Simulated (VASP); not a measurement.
The system is LiCl.

```
CELL_PARAMETERS angstrom
5.55239 0.00000 0.00000
-2.77619 4.80851 0.00000
0.00000 0.00000 3.27448
ATOMIC_POSITIONS crystal
Li 0.62265 0.00000 0.66667
Li 0.00000 0.62265 0.33333
Li 0.37735 0.37735 0.00000
Cl 0.37735 0.00000 0.16667
Cl 0.00000 0.37735 0.83333
Cl 0.62265 0.62265 0.50000
```

The cell was generated, and may not be a known phase.

* Program: VASP 6.6.1
* Task: relaxation of cell and atoms
* Functional: PBE
* Potentials or basis: VASP PAW PBE potentials, release 64 (Li_sv, Cl)
* Cutoff: 600 eV
* k mesh: 6 × 6 × 6
* Occupations: gaussian, width 0.1 eV
* Spin: no spin polarisation

At the start: pressure 18.6 GPa; volume 14.57 Å³/atom.

Q: Where does the relaxation end?

A: Over 12 steps the energy falls by 265.3 meV/atom and the volume is 20.26 Å³/atom (+39.0 %); space group P3_221 (No. 154, to 0.1 Å) before and after.

The path:
```tsv
step	energy change (eV)	largest force (eV/Å)	pressure (GPa)	volume (Å³)
1	0.0000	0.8970	18.58	87.42
2	-1.4599	0.1538	3.37	110.59
3	-1.5602	0.1168	1.07	117.90
4	-1.5735	0.1272	0.15	121.58
5	-1.5736	0.1288	-0.02	122.35
6	-1.5763	0.1154	-0.06	122.47
7	-1.5819	0.0755	-0.15	122.83
8	-1.5824	0.0736	-0.28	123.56
9	-1.5840	0.0552	-0.23	123.22
10	-1.5871	0.0543	-0.07	122.50
11	-1.5895	0.0533	0.28	120.88
12	-1.5915	0.0191	0.09	121.56
```

Final structure:
```cif
data_structure
_symmetry_space_group_name_H-M 'P 1'
_symmetry_Int_Tables_number 1
_cell_length_a 6.1662
_cell_length_b 6.1662
_cell_length_c 3.6916
_cell_angle_alpha 90.000
_cell_angle_beta 90.000
_cell_angle_gamma 120.000
_cell_volume 121.56
loop_
_atom_site_label
_atom_site_type_symbol
_atom_site_fract_x
_atom_site_fract_y
_atom_site_fract_z
_atom_site_occupancy
Li1 Li 0.61213 0.00000 0.66667 1
Li2 Li 0.00000 0.61213 0.33333 1
Li3 Li 0.38787 0.38787 0.00000 1
Cl1 Cl 0.36096 0.00000 0.16667 1
Cl2 Cl 0.00000 0.36096 0.83333 1
Cl3 Cl 0.63904 0.63904 0.50000 1
```

Caveat: the cutoff is under 1.25 times the usual one of these potentials, so pressure, stress and relaxed cells hold a basis-set (Pulay) error; the volume moved by over 15 % at a fixed basis, so the end points are rough.
